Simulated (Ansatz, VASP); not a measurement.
One calculation of ZnSe, two programs

The input INCAR:

```
SYSTEM = ZnSe
  PREC = Accurate
  ENCUT = 520
  EDIFF = 1E-8
  ISMEAR = -1
  SIGMA = 0.03
  LREAL = .False.
  LASPH = .True.
  NELM = 100
  ALGO = Normal
  ISIF = 2
  LWAVE = .False.
  LCHARG = .False.
  GGA = PE
  LEFG = .True.
  NBANDS = 16
```

Contents of KPOINTS:

```
Automatic mesh
0
Gamma
  8 8 8
  0 0 0
```

File POSCAR:

```
ZnSe
1.0
    0.0000000000      2.8710911186      2.8710911186
    2.8710911186      0.0000000000      2.8710911186
    2.8710911186      2.8710911186      0.0000000000
Zn Se
1 1
Direct
    0.0000000000      0.0000000000      0.0000000000
    0.7500000000      0.7500000000      0.7500000000
```

Input for Ansatz:

```yaml
crystal:
  lattice:
    - [0.0, 2.8710911186, 2.8710911186]
    - [2.8710911186, 0.0, 2.8710911186]
    - [2.8710911186, 2.8710911186, 0.0]
  atoms:
    - { symbol: Zn, position: [0.0, 0.0, 0.0] }
    - { symbol: Se, position: [0.75, 0.75, 0.75] }
kpoints:
  mp_grid: { grid: [8, 8, 8] }
scf:
  occupations: { method: fermi_dirac, width: 0.03 }
hamiltonian:
  xc: pbe
  pseudopotentials: { kind: all_electron, datasets: crystal }
output:
  forces: true
  stress: true
  eigenvalues: true
  efg: { contact_densities: true }
```

Change from the starting cell: volume scaled by 1.04, crystal datasets.

Alike in both runs: task electric field gradients; functional PBE; k mesh 8 × 8 × 8; occupations fermi-dirac, width 0.03 eV; no spin polarisation.

|  | VASP | Ansatz |
| --- | --- | --- |
| version | VASP 6.6.1 | Ansatz 0.2.0 |
| potentials or method | VASP PAW PBE potentials, release 64 (Zn, Se), cutoff 520 eV | all-electron PAW with datasets made for the crystal, scalar-relativistic |

Ansatz gave:

- gap on the k mesh at the Fermi level (eV): 1.14
- pressure (GPa): -0.3

**Question.** Which values does VASP return?

**Answer.** gap on the k mesh at the Fermi level (eV): 1.13; pressure (GPa): -0.1.

Ansatz ran all-electron here, and VASP with PAW potentials.
